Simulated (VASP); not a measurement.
# LiCl (Fm-3m) in VASP: notebook

LiCl is run at these levels: LDA; tasks: single point, relaxation of cell and atoms.

Program: VASP 6.6.1. These are calculated values, not measurements. Logs are shortened: lines on timing, memory, paths and dates and some standing lists are left out, and cuts for length are marked.

## Step 1: The cell of the first run

The structure is cubic, space group Fm-3m (No. 225). Conventional cell: a = 4.964 Å, b = 4.964 Å, c = 4.964 Å, α = 90.00°, β = 90.00°, γ = 90.00°. Li (site symmetry m-3m) has 6 Cl at 2.48 Å within 3.3 Å. Within 3.3 Å of Cl (site symmetry m-3m) lie 6 Li at 2.48 Å.

## Step 2: Single point, LDA

The input, INCAR:

```
PREC = Accurate ; ENCUT = 520
EDIFF = 1E-6 ; ISMEAR = 0
SIGMA = 0.02 ; LREAL = F
LASPH = T ; NELM = 80
ALGO = Normal ; ISIF = 2
LWAVE = F ; LCHARG = F
NBANDS = 12
```

The input, KPOINTS:

```
Automatic mesh
0
Gamma
  8 8 8
```

The input, POSCAR:

```
LiCl
1.0
    0.0000000000      2.4820710070      2.4820710070
    2.4820710070      0.0000000000      2.4820710070
    2.4820710070      2.4820710070      0.0000000000
Li Cl
1 1
Direct
    0.0000000000      0.0000000000      0.0000000000
    0.5000000000      0.5000000000      0.5000000000
```

Potentials or basis: VASP PAW LDA potentials, release 64 (Li_sv, Cl).

Run with:

```sh
cat potpaw_LDA.64/Li_sv/POTCAR potpaw_LDA.64/Cl/POTCAR > POTCAR
mpirun -np 1 vasp_std > vasp.out
```

OUTCAR:

```text
PREC = Accurate
   ENCUT = 520
   EDIFF = 1E-6
   ISMEAR = 0
   LREAL = F
   LASPH = T
   NELM = 80
   ISIF = 2

 ion  position               nearest neighbor table
   1  0.000  0.000  0.000-   2 2.48   2 2.48   2 2.48   2 2.48   2 2.48   2 2.48
   2  0.500  0.500  0.500-   1 2.48   1 2.48   1 2.48   1 2.48   1 2.48   1 2.48

  LATTYP: Found a face centered cubic cell.
 ALAT       =     4.9641420140

  Lattice vectors:

 A1 = (   0.0000000000,   2.4820710070,   2.4820710070)
 A2 = (   2.4820710070,   0.0000000000,   2.4820710070)
 A3 = (   2.4820710070,   2.4820710070,   0.0000000000)

Analysis of symmetry for initial positions (statically):
=====================================================================
 Subroutine PRICEL returns:
 Original cell was already a primitive cell.

 Routine SETGRP: Setting up the symmetry group for a
 face centered cubic supercell.

 Subroutine GETGRP returns: Found 48 space group operations
 (whereof 48 operations were pure point group operations)
 out of a pool of 48 trial point group operations.

The static configuration has the point symmetry O_h .

Analysis of symmetry for dynamics (positions and initial velocities):
=====================================================================
 Subroutine PRICEL returns:
 Original cell was already a primitive cell.

 Routine SETGRP: Setting up the symmetry group for a
 face centered cubic supercell.

 Subroutine GETGRP returns: Found 48 space group operations
 (whereof 48 operations were pure point group operations)
 out of a pool of 48 trial point group operations.

The dynamic configuration has the point symmetry O_h .

 Subroutine INISYM returns: Found 48 space group operations
 (whereof 48 operations are pure point group operations),
 and found     1 'primitive' translations

----------------------------------------------------------------------------------------

                                     Primitive cell

  volume of cell :      30.5825

  direct lattice vectors                    reciprocal lattice vectors
     0.000000000  2.482071007  2.482071007    -0.201444680  0.201444680  0.201444680
     2.482071007  0.000000000  2.482071007     0.201444680 -0.201444680  0.201444680
     2.482071007  2.482071007  0.000000000     0.201444680  0.201444680 -0.201444680

  length of vectors
     3.510178481  3.510178481  3.510178481     0.348912421  0.348912421  0.348912421

  position of ions in fractional coordinates (direct lattice)
     0.000000000  0.000000000  0.000000000
     0.500000000  0.500000000  0.500000000

  ion indices of the primitive-cell ions
   primitive index   ion index
                 1           1
                 2           2

----------------------------------------------------------------------------------------

 KPOINTS: Automatic mesh

Automatic generation of k-mesh.
 Grid dimensions read from file:
 generate k-points for:    8    8    8

 Generating k-lattice:

  Cartesian coordinates                     Fractional coordinates (reciprocal lattice)
    -0.025180585  0.025180585  0.025180585     0.125000000  0.000000000  0.000000000
     0.025180585 -0.025180585  0.025180585     0.000000000  0.125000000  0.000000000
     0.025180585  0.025180585 -0.025180585     0.000000000  0.000000000  0.125000000

  Length of vectors
     0.043614053  0.043614053  0.043614053

  Shift w.r.t. Gamma in fractional coordinates (k-lattice)
     0.000000000  0.000000000  0.000000000

 Subroutine IBZKPT returns following result:
 ===========================================

 Found     29 irreducible k-points:

 Following reciprocal coordinates:
            Coordinates               Weight
  0.000000  0.000000  0.000000      1.000000
  0.125000  0.000000  0.000000      8.000000
  0.250000  0.000000  0.000000      8.000000
  0.375000  0.000000  0.000000      8.000000
  0.500000  0.000000  0.000000      4.000000
  0.125000  0.125000  0.000000      6.000000
[... 16 lines left out ...]
  0.500000  0.250000  0.125000     48.000000
 -0.375000  0.250000  0.125000     24.000000
 [... further k-points ...]
   k-points           NKPTS =     29   k-points in BZ     NKDIM =     29   number of bands    NBANDS=     12
   number of dos      NEDOS =    301   number of ions     NIONS =      2
   total plane-waves  NPLWV =  21952
   dimension x,y,z NGX =    28 NGY =   28 NGZ =   28
   dimension x,y,z NGXF=    56 NGYF=   56 NGZF=   56
   ions per type =               1   1
   NGX,Y,Z   is equivalent  to a cutoff of  13.26, 13.26, 13.26 a.u.
   NGXF,Y,Z  is equivalent  to a cutoff of  26.52, 26.52, 26.52 a.u.
 SYSTEM =  unknown system
   PREC   = accura    normal or accurate (medium, high low for compatibility)
   ISTART =      0    job   : 0-new  1-cont  2-samecut
   ICHARG =      2    charge: 1-file 2-atom 10-const
   ISPIN  =      1    spin polarized calculation?
   LNONCOLLINEAR =      F non collinear calculations
   LSORBIT =      F    spin-orbit coupling
   LASPH  =      T    aspherical Exc in radial PAW
   ENCUT  =  520.0 eV  38.22 Ry    6.18 a.u.   6.53  6.53  6.53*2*pi/ulx,y,z
   NELM   =     80;   NELMIN=  2; NELMDL= -5     # of ELM steps
   EDIFF  = 0.1E-05   stopping-criterion for ELM
   LREAL  =      F    real-space projection
   EDIFFG = 0.1E-04   stopping-criterion for IOM
   NSW    =      0    number of steps for IOM
   IBRION =     -1    ionic relax: 0-MD 1-quasi-New 2-CG
   NFREE  =      0    steps in history (QN), initial steepest desc. (CG)
   ISIF   =      2    stress and relaxation
   ISYM   =      2    0-nonsym 1-usesym 2-fastsym
   POTIM  = 0.5000    time-step for ionic-motion
   TEBEG  =    0.0;   TEEND  =   0.0 temperature during run
   PSTRESS=    0.0 pullay stress
   NELECT =      10.0000    total number of electrons
   NUPDOWN=      -1.0000    fix difference up-down
   EMIN   =  10.00;   EMAX   =-10.00  energy-range for DOS
   EFERMI =   0.00;   METHOD = LEGACY
   ISMEAR =     0;   SIGMA  =   0.02  broadening in eV -4-tet -1-fermi 0-gaus
   EFERMI_NEDOS =   21; number of points for ismear=-14 and -15
   IALGO  =     38    algorithm
   IMIX   =      4    mixing-type and parameters
     AMIX     =   0.40;   BMIX     =  1.00
     AMIX_MAG =   1.60;   BMIX_MAG =  1.00
  volume/ion in A,a.u.               =      15.29       103.19
  Fermi-wavevector in a.u.,A,eV,Ry     =   1.127848  2.131324 17.307175  1.272041
  Thomas-Fermi vector in A             =   2.264536
   LORBIT       =      0    0 simple, 1 ext, 2 COOP (PROOUT), +10 PAW based schemes
   GGA     = CA    functional components
   LHFCALC =     F    Hartree Fock is set to
   AEXX    =    0.0000 exact exchange contribution
   IVDW    =     0    specifies the selected vdW correction
   LEPSILON=     F    determine dielectric tensor
   LRPA    =     F    only Hartree local field effects (RPA)
 non-spin polarized calculation
 Gauss-broadening in eV      SIGMA  =   0.02
  energy-cutoff  :      520.00
  volume of cell :       30.58
 maximum number of plane-waves:       869
 NGX is ok and might be reduce to    28
   NGX = 13   NGY = 13   NGZ = 13

 number of electron      10.0000000 magnetization

 number of electron       9.9999992 magnetization

 Free energy of the ion-electron system (eV)
  ---------------------------------------------------
  ext. energy  EPLUGINS =         0.00000000
  ---------------------------------------------------
  free energy    TOTEN  =        -8.09631649 eV

  energy without entropy =       -8.09631649  energy(sigma->0) =       -8.09631649

 E-fermi :   1.3322     XC(G=0):  -9.5881

 val. band max:        1.2501080996   @ k =   0.0000   0.0000   0.0000
 cond. band min:       7.7633333580   @ k =   0.5000   0.0000   0.0000
 fundamental gap:      6.5132252583
 Fermi energy:         1.3322114694

 k-point     1 :       0.0000    0.0000    0.0000
  band No.  band energies     occupation
      1     -41.0914      2.00000
      2     -12.4529      2.00000
      3       1.2501      2.00000
      4       1.2501      2.00000
      5       1.2501      2.00000
      6       7.8667      0.00000
      7      13.0639      0.00000
      8      13.0639      0.00000
      9      13.0639      0.00000
     10      15.9260      0.00000
     11      15.9281      0.00000
     12      15.9456      0.00000

 k-point     2 :       0.1250    0.0000    0.0000
  band No.  band energies     occupation
      1     -41.0904      2.00000
      2     -12.3584      2.00000
      3       0.6292      2.00000
      4       1.2004      2.00000
      5       1.2004      2.00000
      6       8.3258      0.00000
      7      12.2860      0.00000
      8      12.9920      0.00000
      9      12.9920      0.00000
     10      14.3552      0.00000
     11      14.3552      0.00000
     12      16.4187      0.00000

 k-point     3 :       0.2500    0.0000    0.0000
  band No.  band energies     occupation
      1     -41.0885      2.00000
      2     -12.1144      2.00000
      3      -0.6087      2.00000
      4       1.0879      2.00000
      5       1.0879      2.00000
      6       8.5022      0.00000
      7      11.7792      0.00000
      8      11.7792      0.00000
      9      12.4347      0.00000
     10      15.2679      0.00000
     11      15.2679      0.00000
     12      17.0659      0.00000
[... 286 lines left out ...]
 k-point    23 :       0.5000    0.2500    0.1250
  band No.  band energies     occupation
      1     -41.0855      2.00000
      2     -11.6723      2.00000
      3      -1.4898      2.00000
      4      -0.2356      2.00000
      5       0.6519      2.00000
      6       9.5877      0.00000
      7      10.4957      0.00000
      8      11.5703      0.00000
      9      12.8980      0.00000
     10      15.8992      0.00000
     11      19.1692      0.00000
     12      19.6091      0.00000

 k-point    24 :      -0.3750    0.2500    0.1250
  band No.  band energies     occupation
      1     -41.0849      2.00000
      2     -11.5665      2.00000
      3      -1.7774      2.00000
      4      -0.3485      2.00000
      5       0.5460      2.00000
      6       9.3545      0.00000
      7      10.4621      0.00000
      8      11.7376      0.00000
      9      13.4031      0.00000
     10      17.0276      0.00000
     11      17.7740      0.00000
     12      19.9742      0.00000

 [... further k-points ...]

------------------------ aborting loop because EDIFF is reached ----------------------------------------

  FORCE on cell =-STRESS in cart. coord.  units (eV):
  Direction    XX          YY          ZZ          XY          YZ          ZX
  --------------------------------------------------------------------------------------
  -------------------------------------------------------------------------------------
  Total       -0.0135712     -0.0135712     -0.0135712      0.0000000     -0.0000000      0.0000000
  in kB       -0.7109767     -0.7109767     -0.7109767      0.0000000     -0.0000000      0.0000000
  external PRESSURE =      -0.7109767 kB  Pullay stress =       0.0000000 kB

 VOLUME and BASIS-vectors are now :
 -----------------------------------------------------------------------------
  energy-cutoff  :      520.00
  volume of cell :       30.58
      direct lattice vectors                 reciprocal lattice vectors
     0.000000000  2.482071007  2.482071007    -0.201444680  0.201444680  0.201444680
     2.482071007  0.000000000  2.482071007     0.201444680 -0.201444680  0.201444680
     2.482071007  2.482071007  0.000000000     0.201444680  0.201444680 -0.201444680

 POSITION                                       TOTAL-FORCE (eV/Angst)
 -----------------------------------------------------------------------------------
      0.00000      0.00000      0.00000        -0.000000      0.000000     -0.000000
      2.48207      2.48207      2.48207         0.000000     -0.000000      0.000000
 -----------------------------------------------------------------------------------
    total drift:                                0.000000      0.000000      0.000000

  FREE ENERGIE OF THE ION-ELECTRON SYSTEM (eV)
  ---------------------------------------------------
  free  energy   TOTEN  =        -8.0963164886 eV

  energy  without entropy=       -8.0963164886  energy(sigma->0) =       -8.09631649
```

Wall time 18 s (1 thread of Intel Xeon 8259CL, shared host); peak memory 0.13 GiB.

Results:

```
Free energy            : -8.0963 eV
Band gap on the k mesh : 6.51 eV (least direct gap 6.62 eV)
```

Caveat: the cutoff is under 1.25 times the usual one of these potentials, so pressure, stress and relaxed cells hold a basis-set (Pulay) error.

## Step 3: Relaxation of cell and atoms, LDA

This run uses another cell than the first one, of 16.87 Å³/atom.

The input, INCAR:

```
PREC = Accurate
ENCUT = 600
EDIFF = 1E-7
ISMEAR = 0
SIGMA = 0.02
LREAL = False
LASPH = True
NELM = 80
ALGO = Normal
ISIF = 3
LWAVE = False
LCHARG = False
IBRION = 2
NSW = 100
EDIFFG = -0.005
```

The input, KPOINTS:

```
regular mesh
0
Gamma
  8 8 8
```

The input, POSCAR:

```
LiCl
1.0
    0.0000000000      2.5647700000      2.5647700000
    2.5647700000      0.0000000000      2.5647700000
    2.5647700000      2.5647700000      0.0000000000
Li Cl
1 1
Direct
    0.0000000000      0.0000000000      0.0000000000
    0.5000000000      0.5000000000      0.5000000000
```

Potentials or basis: VASP PAW LDA potentials, release 64 (Li_sv, Cl).

Run with:

```sh
cat potpaw_LDA.64/Li_sv/POTCAR potpaw_LDA.64/Cl/POTCAR > POTCAR
mpirun -np 1 vasp_std > vasp.out
```

Wall time 46 s (1 thread of Intel Xeon 8259CL, shared host); peak memory 0.15 GiB.

It converged, with:

| Item | Value |
| --- | --- |
| Free energy | -8.0979 eV |
| Relaxed volume | 15.25 Å³/atom |
| Relaxed cell | a = 3.507 Å, b = 3.507 Å, c = 3.507 Å, α = 60.00°, β = 60.00°, γ = 60.00° |
| Space group after relaxing (to 0.1 Å) | Fm-3m (No. 225) |
| Energy gained by relaxing | 18.2 meV/atom |
| Ionic steps | 4 |
| Pressure after relaxing | 0.0 GPa |
| Band gap on the k mesh | 6.52 eV (least direct gap 6.63 eV) |

The path:
```csv
step,energy change (eV),largest force (eV/Å),pressure (GPa),volume (Å³)
1,0.0000,0.0000,-3.31,33.74
2,-0.0271,0.0000,-1.82,32.07
3,-0.0363,0.0000,-0.19,30.66
4,-0.0364,0.0000,0.02,30.51
```

Final structure:
```cif
data_structure
_symmetry_space_group_name_H-M 'P 1'
_symmetry_Int_Tables_number 1
_cell_length_a 3.5074
_cell_length_b 3.5074
_cell_length_c 3.5074
_cell_angle_alpha 60.000
_cell_angle_beta 60.000
_cell_angle_gamma 60.000
_cell_volume 30.51
loop_
_atom_site_label
_atom_site_type_symbol
_atom_site_fract_x
_atom_site_fract_y
_atom_site_fract_z
_atom_site_occupancy
Li1 Li 0.00000 0.00000 0.00000 1
Cl1 Cl 0.50000 0.50000 0.50000 1
```

Levels at points of the mesh, in eV from the valence-band top:
```csv
k point,band 1,band 2,band 3,band 4,band 5,band 6,band 7,band 8,band 9
"(0.00, 0.00, 0.00)",-42.33,-13.71,0.00,0.00,0.00,6.63,11.81,11.81,11.81
"(0.50, 0.00, 0.00)",-42.33,-12.98,-3.33,-0.31,-0.31,6.52,9.24,9.24,13.74
"(0.50, 0.50, 0.00)",-42.33,-12.64,-3.49,-1.34,-1.34,7.84,7.86,12.98,14.50
```

Caveat: the cutoff is under 1.25 times the usual one of these potentials, so pressure, stress and relaxed cells hold a basis-set (Pulay) error. Zero-point motion and thermal expansion aren't in these numbers.
